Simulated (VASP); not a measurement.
Set up this calculation in VASP 6.6.1, as the native input.

* Task: single point
* Functional: PBE
* Potentials or basis: VASP PAW PBE potentials, release 64 (Mo_sv, W_sv)
* Cutoff: 520 eV
* k mesh: 6 × 6 × 6
* Occupations: gaussian, width 0.1 eV
* Spin: no spin polarisation
* Dipole correction: no
* Further INCAR settings: ALGO = Normal; EDIFF = 1e-06; NBANDS = 28

The structure of MoW2 lies in POSCAR:

```
MoW2
1.0
    4.4947068611      0.0000000000      0.0000000000
   -2.2473534306      3.8925303243      0.0000000000
    0.0000000000      0.0000000000      2.7482865237
Mo W
1 2
Direct
    0.0000000000      0.0000000000      0.0000000000
    0.6666666667      0.3333333333      0.3309307575
    0.3333333333      0.6666666667      0.6690692425
```

One way to write it, as run:

INCAR

```
SYSTEM = MoW2
PREC = Accurate
ENCUT = 520
EDIFF = 1E-6
ISMEAR = 0
SIGMA = 0.1
LREAL = .FALSE.
LASPH = .TRUE.
NELM = 100
ALGO = Normal
ISIF = 2
LWAVE = .FALSE.
LCHARG = .FALSE.
GGA = PE
NBANDS = 28
```

KPOINTS

```
Automatic mesh
0
G
  6 6 6
  0 0 0
```

Potentials or basis: VASP PAW PBE potentials, release 64 (Mo_sv, W_sv).

Launch:

```bash
$ cat potpaw_PBE.64/Mo_sv/POTCAR potpaw_PBE.64/W_sv/POTCAR > POTCAR
$ mpirun -np 1 vasp_std > vasp.out
```

It gave:

```yaml
Pressure: 0.3 GPa
Largest_force: 0.005 eV/Å
Band_gap_on_the_k_mesh: zero (band 21 reaches 13.73 eV, above the bottom of band 22 at 10.34 eV)
```

Caveat: the k points lie up to 0.38 Å⁻¹ apart; spin-orbit coupling is left out, which moves the levels of the heavy elements.

Wall time 35 s on 1 thread of AMD EPYC 7R43 64-Core Processor (Zen 3), with other jobs on the host, peak memory 0.15 GiB.
